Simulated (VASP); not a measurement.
# ZnS (I-4m2) in VASP: further runs, part 2 of 2

VASP 6.6.1.

## 4. Single point, PBE (strain +0.040 along x and y, -0.080 along z)

INCAR

```
SYSTEM = ZnS
PREC = Accurate ; ENCUT = 520
EDIFF = 1E-7 ; ISMEAR = 0
SIGMA = 0.05 ; LREAL = .FALSE.
LASPH = .TRUE. ; NELM = 80
ALGO = Normal ; ISIF = 2
LWAVE = .FALSE. ; LCHARG = .FALSE.
GGA = PE ; NBANDS = 16
```

KPOINTS

```
regular mesh
0
G
  10 10 10
  0 0 0
```

POSCAR

```
ZnS
1.0
    0.0000000000      2.8128360000      2.4882780000
    2.8128360000      0.0000000000      2.4882780000
    2.8128360000      2.8128360000      0.0000000000
Zn S
1 1
Direct
    0.0000000000      0.0000000000      0.0000000000
    0.7500000000      0.7500000000      0.7500000000
```

Potentials or basis: VASP PAW PBE potentials, release 64 (Zn, S).

Started as:

```sh
$ cat potpaw_PBE.64/Zn/POTCAR potpaw_PBE.64/S/POTCAR > POTCAR
$ mpirun -np 1 vasp_std > vasp.out
```

OUTCAR:

```text
SYSTEM = ZnS
   PREC = Accurate
   ENCUT = 520
   EDIFF = 1E-7
   ISMEAR = 0
   LREAL = .FALSE.
   LASPH = .TRUE.
   NELM = 80
   ISIF = 2
   GGA = PE

 ion  position               nearest neighbor table
   1  0.000  0.000  0.000-   2 2.35   2 2.35   2 2.35   2 2.35
   2  0.750  0.750  0.750-   1 2.35   1 2.35   1 2.35   1 2.35

  LATTYP: Found a body centered tetragonal cell.
 ALAT       =     3.9779508199
 C/A-ratio  =     1.2510350744

  Lattice vectors:

 A1 = (   0.0000000000,  -2.8128360000,  -2.4882780000)
 A2 = (   0.0000000000,   2.8128360000,  -2.4882780000)
 A3 = (   2.8128360000,   0.0000000000,   2.4882780000)

Analysis of symmetry for initial positions (statically):
=====================================================================
 Subroutine PRICEL returns:
 Original cell was already a primitive cell.

 Routine SETGRP: Setting up the symmetry group for a
 body centered tetragonal supercell.

 Subroutine GETGRP returns: Found  8 space group operations
 (whereof  8 operations were pure point group operations)
 out of a pool of 16 trial point group operations.

The static configuration has the point symmetry D_2d.

Analysis of symmetry for dynamics (positions and initial velocities):
=====================================================================
 Subroutine PRICEL returns:
 Original cell was already a primitive cell.

 Routine SETGRP: Setting up the symmetry group for a
 body centered tetragonal supercell.

 Subroutine GETGRP returns: Found  8 space group operations
 (whereof  8 operations were pure point group operations)
 out of a pool of 16 trial point group operations.

The dynamic configuration has the point symmetry D_2d.

 Subroutine INISYM returns: Found  8 space group operations
 (whereof  8 operations are pure point group operations),
 and found     1 'primitive' translations

----------------------------------------------------------------------------------------

                                     Primitive cell

  volume of cell :      39.3747

  direct lattice vectors                    reciprocal lattice vectors
     0.000000000  2.812836000  2.488278000    -0.177756542  0.177756542  0.200942178
     2.812836000  0.000000000  2.488278000     0.177756542 -0.177756542  0.200942178
     2.812836000  2.812836000  0.000000000     0.177756542  0.177756542 -0.200942178

  length of vectors
     3.755472509  3.755472509  3.977950820     0.321826871  0.321826871  0.321826871

  position of ions in fractional coordinates (direct lattice)
     0.000000000  0.000000000  0.000000000
     0.750000000  0.750000000  0.750000000

  ion indices of the primitive-cell ions
   primitive index   ion index
                 1           1
                 2           2

----------------------------------------------------------------------------------------

 KPOINTS: regular mesh

Automatic generation of k-mesh.
 Grid dimensions read from file:
 generate k-points for:   10   10   10

 Generating k-lattice:

  Cartesian coordinates                     Fractional coordinates (reciprocal lattice)
    -0.017775654  0.017775654  0.020094218     0.100000000  0.000000000  0.000000000
     0.017775654 -0.017775654  0.020094218     0.000000000  0.100000000  0.000000000
     0.017775654  0.017775654 -0.020094218    -0.000000000 -0.000000000  0.100000000

  Length of vectors
     0.032182687  0.032182687  0.032182687

  Shift w.r.t. Gamma in fractional coordinates (k-lattice)
     0.000000000  0.000000000  0.000000000

 Subroutine IBZKPT returns following result:
 ===========================================

 Found    102 irreducible k-points:

 Following reciprocal coordinates:
            Coordinates               Weight
  0.000000  0.000000  0.000000      1.000000
  0.100000  0.000000  0.000000      8.000000
  0.200000  0.000000  0.000000      8.000000
  0.300000  0.000000  0.000000      8.000000
  0.400000  0.000000  0.000000      8.000000
  0.500000  0.000000  0.000000      4.000000
[... 16 lines left out ...]
  0.300000  0.300000  0.000000      2.000000
  0.400000  0.300000  0.000000      8.000000
 [... further k-points ...]
   k-points           NKPTS =    102   k-points in BZ     NKDIM =    102   number of bands    NBANDS=     16
   number of dos      NEDOS =    301   number of ions     NIONS =      2
   total plane-waves  NPLWV =  23520
   dimension x,y,z NGX =    28 NGY =   28 NGZ =   30
   dimension x,y,z NGXF=    56 NGYF=   56 NGZF=   60
   ions per type =               1   1
   NGX,Y,Z   is equivalent  to a cutoff of  12.39, 12.39, 12.54 a.u.
   NGXF,Y,Z  is equivalent  to a cutoff of  24.79, 24.79, 25.08 a.u.
 SYSTEM =  ZnS
   PREC   = accura    normal or accurate (medium, high low for compatibility)
   ISTART =      0    job   : 0-new  1-cont  2-samecut
   ICHARG =      2    charge: 1-file 2-atom 10-const
   ISPIN  =      1    spin polarized calculation?
   LNONCOLLINEAR =      F non collinear calculations
   LSORBIT =      F    spin-orbit coupling
   LASPH  =      T    aspherical Exc in radial PAW
   ENCUT  =  520.0 eV  38.22 Ry    6.18 a.u.   6.98  6.98  7.40*2*pi/ulx,y,z
   NELM   =     80;   NELMIN=  2; NELMDL= -5     # of ELM steps
   EDIFF  = 0.1E-06   stopping-criterion for ELM
   LREAL  =      F    real-space projection
   EDIFFG = 0.1E-05   stopping-criterion for IOM
   NSW    =      0    number of steps for IOM
   IBRION =     -1    ionic relax: 0-MD 1-quasi-New 2-CG
   NFREE  =      0    steps in history (QN), initial steepest desc. (CG)
   ISIF   =      2    stress and relaxation
   ISYM   =      2    0-nonsym 1-usesym 2-fastsym
   POTIM  = 0.5000    time-step for ionic-motion
   TEBEG  =    0.0;   TEEND  =   0.0 temperature during run
   PSTRESS=    0.0 pullay stress
   NELECT =      18.0000    total number of electrons
   NUPDOWN=      -1.0000    fix difference up-down
   EMIN   =  10.00;   EMAX   =-10.00  energy-range for DOS
   EFERMI =   0.00;   METHOD = LEGACY
   ISMEAR =     0;   SIGMA  =   0.05  broadening in eV -4-tet -1-fermi 0-gaus
   EFERMI_NEDOS =   21; number of points for ismear=-14 and -15
   IALGO  =     38    algorithm
   IMIX   =      4    mixing-type and parameters
     AMIX     =   0.40;   BMIX     =  1.00
     AMIX_MAG =   1.60;   BMIX_MAG =  1.00
  volume/ion in A,a.u.               =      19.69       132.86
  Fermi-wavevector in a.u.,A,eV,Ry     =   1.261130  2.383190 21.639361  1.590448
  Thomas-Fermi vector in A             =   2.394604
   LORBIT       =      0    0 simple, 1 ext, 2 COOP (PROOUT), +10 PAW based schemes
   GGA     = PE    functional components
   LHFCALC =     F    Hartree Fock is set to
   AEXX    =    0.0000 exact exchange contribution
   IVDW    =     0    specifies the selected vdW correction
   LEPSILON=     F    determine dielectric tensor
   LRPA    =     F    only Hartree local field effects (RPA)
 non-spin polarized calculation
 Gauss-broadening in eV      SIGMA  =   0.05
  energy-cutoff  :      520.00
  volume of cell :       39.37
 maximum number of plane-waves:      1085
   NGX = 13   NGY = 13   NGZ = 15

 number of electron      18.0000006 magnetization

 Free energy of the ion-electron system (eV)
  ---------------------------------------------------
  ext. energy  EPLUGINS =         0.00000000
  ---------------------------------------------------
  free energy    TOTEN  =        -6.80431510 eV

  energy without entropy =       -6.80431510  energy(sigma->0) =       -6.80431510

 E-fermi :   2.5580     XC(G=0):  -9.6549

 val. band max:        2.3262945559   @ k =   0.0000   0.0000   0.0000
 cond. band min:       4.1910238918   @ k =   0.0000   0.0000   0.0000
 fundamental gap:      1.8647293359
 Fermi energy:         2.5580411833

 k-point     1 :       0.0000    0.0000    0.0000
  band No.  band energies     occupation
      1     -11.0020      2.00000
      2      -4.2214      2.00000
      3      -4.2214      2.00000
      4      -4.1616      2.00000
      5      -3.7425      2.00000
      6      -3.7101      2.00000
[... 8 lines left out ...]
     15      13.8158      0.00000
     16      14.6115      0.00000
[... 419 lines left out ...]
 k-point    24 :       0.4000    0.3000    0.0000
  band No.  band energies     occupation
      1      -9.9333      2.00000
      2      -4.2090      2.00000
      3      -3.9964      2.00000
      4      -3.9850      2.00000
      5      -3.6552      2.00000
      6      -3.6237      2.00000
[... 8 lines left out ...]
     15      15.2074      0.00000
     16      18.1618      0.00000

 [... further k-points ...]
[... 5 lines left out ...]
  --------------------------------------------------------------------------------------
  -------------------------------------------------------------------------------------
  Total        0.0577167      0.0577167      1.0077224      0.0000000      0.0000000      0.0000000
  in kB        2.3485216      2.3485216     41.0047133      0.0000000      0.0000000      0.0000000
  external PRESSURE =      15.2339188 kB  Pullay stress =       0.0000000 kB

 VOLUME and BASIS-vectors are now :
 -----------------------------------------------------------------------------
  energy-cutoff  :      520.00
  volume of cell :       39.37
      direct lattice vectors                 reciprocal lattice vectors
     0.000000000  2.812836000  2.488278000    -0.177756542  0.177756542  0.200942178
     2.812836000  0.000000000  2.488278000     0.177756542 -0.177756542  0.200942178
     2.812836000  2.812836000  0.000000000     0.177756542  0.177756542 -0.200942178

 POSITION                                       TOTAL-FORCE (eV/Angst)
 -----------------------------------------------------------------------------------
      0.00000      0.00000      0.00000         0.000000      0.000000      0.000000
      4.21925      4.21925      3.73242        -0.000000     -0.000000      0.000000
 -----------------------------------------------------------------------------------
    total drift:                               -0.000001     -0.000001     -0.000007

  FREE ENERGIE OF THE ION-ELECTRON SYSTEM (eV)
  ---------------------------------------------------
  free  energy   TOTEN  =        -6.8043150976 eV

  energy  without entropy=       -6.8043150976  energy(sigma->0) =       -6.80431510
```

OSZICAR:

```text
N       E                     dE             d eps       ncg     rms          rms(c)
DAV:   1     0.881237014347E+02    0.88124E+02   -0.90049E+03  3272   0.135E+03
DAV:   2    -0.146229219643E+01   -0.89586E+02   -0.83885E+02  3712   0.260E+02
DAV:   3    -0.717975428561E+01   -0.57175E+01   -0.56924E+01  3984   0.639E+01
DAV:   4    -0.723940091782E+01   -0.59647E-01   -0.59633E-01  4088   0.674E+00
DAV:   5    -0.724008589801E+01   -0.68498E-03   -0.68497E-03  4112   0.697E-01    0.684E+00
DAV:   6    -0.682587167343E+01    0.41421E+00   -0.74658E-01  4904   0.300E+01    0.535E+00
DAV:   7    -0.680483823651E+01    0.21033E-01   -0.25128E-01  3904   0.452E+00    0.272E+00
DAV:   8    -0.680394944414E+01    0.88879E-03   -0.52455E-03  4392   0.896E-01    0.721E-01
DAV:   9    -0.680416408086E+01   -0.21464E-03   -0.13051E-03  3960   0.291E-01    0.100E-01
DAV:  10    -0.680432188601E+01   -0.15781E-03   -0.21586E-04  4080   0.112E-01    0.505E-02
DAV:  11    -0.680431453584E+01    0.73502E-05   -0.21000E-05  3816   0.418E-02    0.791E-03
DAV:  12    -0.680431482929E+01   -0.29345E-06   -0.28455E-06  4280   0.142E-02    0.307E-03
DAV:  13    -0.680431512789E+01   -0.29860E-06   -0.65015E-07  3816   0.544E-03    0.243E-03
DAV:  14    -0.680431509765E+01    0.30244E-07   -0.17671E-08  3632   0.239E-03
   1 F= -.68043151E+01 E0= -.68043151E+01  d E =-.132014E-13
```

Run time: 87 s. Hardware: 1 thread of Intel Xeon 8259CL, shared host; peak memory 0.2 GiB.

Results:

```
Free energy            : -6.8043 eV
Pressure               : 1.5 GPa
Band gap on the k mesh : 1.86 eV, direct
```

Levels at points of the mesh, in eV from the valence-band top:
```
           k point  band 6  band 7  band 8  band 9  band 10  band 11  band 12  band 13
(0.00, 0.00, 0.00)   -6.04   -0.34   -0.34    0.00     1.86     6.30     6.30     6.30
(0.50, 0.00, 0.00)   -5.86   -5.43   -1.37   -0.77     2.93     6.24     7.50     8.76
(0.50, 0.50, 0.00)   -5.71   -4.26   -2.81   -2.81     2.88     3.08    11.61    11.61
(0.50, 0.00, 0.50)   -5.90   -4.96   -2.28   -2.03     3.44     4.32    10.22    11.00
```

Caveat: the cell differs from its parent crystal (strain +0.040 along x and y, -0.080 along z).

## 5. Single point, PBE (strain +0.040 along x and y, -0.040 along z)

INCAR

```
ALGO = Normal
EDIFF = 1E-6
ENCUT = 520
GGA = PE
ISIF = 2
ISMEAR = 0
LASPH = T
LCHARG = F
LREAL = F
LWAVE = F
NBANDS = 16
NELM = 60
PREC = Accurate
SIGMA = 0.05
```

KPOINTS

```
k-points
0
Gamma
  10 10 10
```

POSCAR

```
ZnS
1.0
    0.0000000000      2.8128360000      2.5964640000
    2.8128360000      0.0000000000      2.5964640000
    2.8128360000      2.8128360000      0.0000000000
Zn S
1 1
Direct
    0.0000000000      0.0000000000      0.0000000000
    0.7500000000      0.7500000000      0.7500000000
```

Started as:

```sh
$ cat potpaw_PBE.64/Zn/POTCAR potpaw_PBE.64/S/POTCAR > POTCAR
$ mpirun -np 1 vasp_std > vasp.out
```

Wall time 70 s (1 thread of Intel Xeon 8259CL, shared host); peak memory 0.2 GiB.

Results (log left out):

```
Free energy            : -6.8298 eV
Pressure               : -1.2 GPa
Band gap on the k mesh : 1.77 eV, direct
```

Stress tensor (GPa, compression positive):
```
-2.20  0.00  0.00
 0.00 -2.20  0.00
 0.00  0.00  0.67
```

Levels at points of the mesh, in eV from the valence-band top:
| k point | band 6 | band 7 | band 8 | band 9 | band 10 | band 11 | band 12 | band 13 |
| --- | --- | --- | --- | --- | --- | --- | --- | --- |
| (0.00, 0.00, 0.00) | -5.88 | -0.23 | -0.23 | 0.00 | 1.77 | 6.31 | 6.32 | 6.32 |
| (0.50, 0.00, 0.00) | -5.70 | -5.15 | -1.15 | -0.76 | 3.01 | 6.49 | 7.23 | 8.60 |
| (0.50, 0.50, 0.00) | -5.61 | -4.23 | -2.47 | -2.47 | 3.13 | 3.42 | 11.09 | 11.44 |
| (0.50, 0.00, 0.50) | -5.72 | -4.68 | -2.14 | -1.99 | 3.49 | 4.19 | 10.22 | 11.10 |

Caveat: the cell differs from its parent crystal (strain +0.040 along x and y, -0.040 along z).

## 6. Single point, PBE (strain +0.080 along x and y, -0.080 along z)

INCAR

```
SYSTEM = ZnS
PREC = Accurate
ENCUT = 520
EDIFF = 1E-6
ISMEAR = 0
SIGMA = 0.05
LREAL = .FALSE.
LASPH = .TRUE.
NELM = 80
ALGO = Normal
ISIF = 2
LWAVE = .FALSE.
LCHARG = .FALSE.
GGA = PE
NBANDS = 16
```

KPOINTS

```
regular mesh
0
G
  10 10 10
  0 0 0
```

POSCAR

```
ZnS
1.0
    0.0000000000      2.9210220000      2.4882780000
    2.9210220000      0.0000000000      2.4882780000
    2.9210220000      2.9210220000      0.0000000000
Zn S
1 1
Direct
    0.0000000000      0.0000000000      0.0000000000
    0.7500000000      0.7500000000      0.7500000000
```

Potentials or basis: VASP PAW PBE potentials, release 64 (Zn, S).

Started as:

```sh
$ cat potpaw_PBE.64/Zn/POTCAR potpaw_PBE.64/S/POTCAR > POTCAR
$ mpirun -np 1 vasp_std > vasp.out
```

OUTCAR:

```text
SYSTEM = ZnS
   PREC = Accurate
   ENCUT = 520
   EDIFF = 1E-6
   ISMEAR = 0
   LREAL = .FALSE.
   LASPH = .TRUE.
   NELM = 80
   ISIF = 2
   GGA = PE

 ion  position               nearest neighbor table
   1  0.000  0.000  0.000-   2 2.41   2 2.41   2 2.41   2 2.41
   2  0.750  0.750  0.750-   1 2.41   1 2.41   1 2.41   1 2.41

  LATTYP: Found a body centered tetragonal cell.
 ALAT       =     4.1309489284
 C/A-ratio  =     1.2047004420

  Lattice vectors:

 A1 = (   0.0000000000,  -2.9210220000,  -2.4882780000)
 A2 = (   0.0000000000,   2.9210220000,  -2.4882780000)
 A3 = (   2.9210220000,   0.0000000000,   2.4882780000)

Analysis of symmetry for initial positions (statically):
=====================================================================
 Subroutine PRICEL returns:
 Original cell was already a primitive cell.

 Routine SETGRP: Setting up the symmetry group for a
 body centered tetragonal supercell.

 Subroutine GETGRP returns: Found  8 space group operations
 (whereof  8 operations were pure point group operations)
 out of a pool of 16 trial point group operations.

[... 157 lines left out ...]
  ext. energy  EPLUGINS =         0.00000000
  ---------------------------------------------------
  free energy    TOTEN  =        -6.75233980 eV

  energy without entropy =       -6.75233980  energy(sigma->0) =       -6.75233980

 E-fermi :   1.8919     XC(G=0):  -9.3148

 val. band max:        1.6838208821   @ k =   0.0000   0.0000   0.0000
 cond. band min:       3.1514496640   @ k =   0.0000   0.0000   0.0000
 fundamental gap:      1.4676287819
 Fermi energy:         1.8918912509

 k-point     1 :       0.0000    0.0000    0.0000
  band No.  band energies     occupation
      1     -11.1599      2.00000
      2      -4.6250      2.00000
      3      -4.6250      2.00000
      4      -4.5579      2.00000
      5      -4.2358      2.00000
      6      -4.2121      2.00000
[... 433 lines left out ...]
      3      -4.4430      2.00000
      4      -4.4316      2.00000
      5      -4.1573      2.00000
      6      -4.1038      2.00000
[... 8 lines left out ...]
     15      14.3056      0.00000
     16      17.0113      0.00000

 [... further k-points ...]
[... 5 lines left out ...]
  --------------------------------------------------------------------------------------
  -------------------------------------------------------------------------------------
  Total       -1.4122474     -1.4122474     -0.0385004      0.0000000      0.0000000      0.0000000
  in kB      -53.2871889    -53.2871889     -1.4527026      0.0000000      0.0000000      0.0000000
  external PRESSURE =     -36.0090268 kB  Pullay stress =       0.0000000 kB

 VOLUME and BASIS-vectors are now :
 -----------------------------------------------------------------------------
  energy-cutoff  :      520.00
  volume of cell :       42.46
      direct lattice vectors                 reciprocal lattice vectors
     0.000000000  2.921022000  2.488278000    -0.171172966  0.171172966  0.200942178
     2.921022000  0.000000000  2.488278000     0.171172966 -0.171172966  0.200942178
     2.921022000  2.921022000  0.000000000     0.171172966  0.171172966 -0.200942178

 POSITION                                       TOTAL-FORCE (eV/Angst)
 -----------------------------------------------------------------------------------
      0.00000      0.00000      0.00000        -0.000000     -0.000000     -0.000000
      4.38153      4.38153      3.73242         0.000000      0.000000      0.000000
 -----------------------------------------------------------------------------------
    total drift:                               -0.000001     -0.000001      0.000012

  FREE ENERGIE OF THE ION-ELECTRON SYSTEM (eV)
  ---------------------------------------------------
  free  energy   TOTEN  =        -6.7523398037 eV

  energy  without entropy=       -6.7523398037  energy(sigma->0) =       -6.75233980
```

Wall time 1.8 min (1 thread of Intel Xeon 8259CL, shared host); peak memory 0.22 GiB.

What came out:

```
Free energy            : -6.7523 eV
Pressure               : -3.6 GPa
Band gap on the k mesh : 1.47 eV, direct
```

Levels at points of the mesh, in eV from the valence-band top:
```tsv
k point	band 7	band 8	band 9	band 10	band 11	band 12
(0.00, 0.00, 0.00)	-0.39	-0.39	0.00	1.47	6.34	6.38
(0.50, 0.00, 0.00)	-4.96	-1.34	-0.66	2.68	6.16	7.63
(0.50, 0.50, 0.00)	-3.85	-2.65	-2.65	2.83	3.01	11.02
(0.50, 0.00, 0.50)	-4.74	-1.98	-1.72	3.61	4.38	9.54
```

Caveat: the cell differs from its parent crystal (strain +0.080 along x and y, -0.080 along z).

## 7. The runs side by side

```tsv
cell	gap on the mesh (eV)	pressure (GPa)
a = 3.828, b = 3.828, c = 3.672 Å, angles 61.3, 61.3, 57.3°, 2 atoms	2.15	4.9
a = 3.908, b = 3.908, c = 3.672 Å, angles 62.0, 62.0, 56.0°, 2 atoms	1.89	1.6
a = 3.755, b = 3.755, c = 3.978 Å, angles 58.0, 58.0, 64.0°, 2 atoms	1.86	1.5
a = 3.828, b = 3.828, c = 3.978 Å, angles 58.7, 58.7, 62.6°, 2 atoms	1.77	-1.2
a = 3.837, b = 3.837, c = 4.131 Å, angles 57.4, 57.4, 65.1°, 2 atoms	1.47	-3.6
```

Alike in all rows: task single point; level PBE; potentials or basis VASP PAW PBE potentials, release 64 (Zn, S); no spin polarisation; k mesh 10 × 10 × 10; cutoff (eV) 520; smearing gaussian 0.05 eV.

Absolute energies hang on the potentials; compare differences alone.
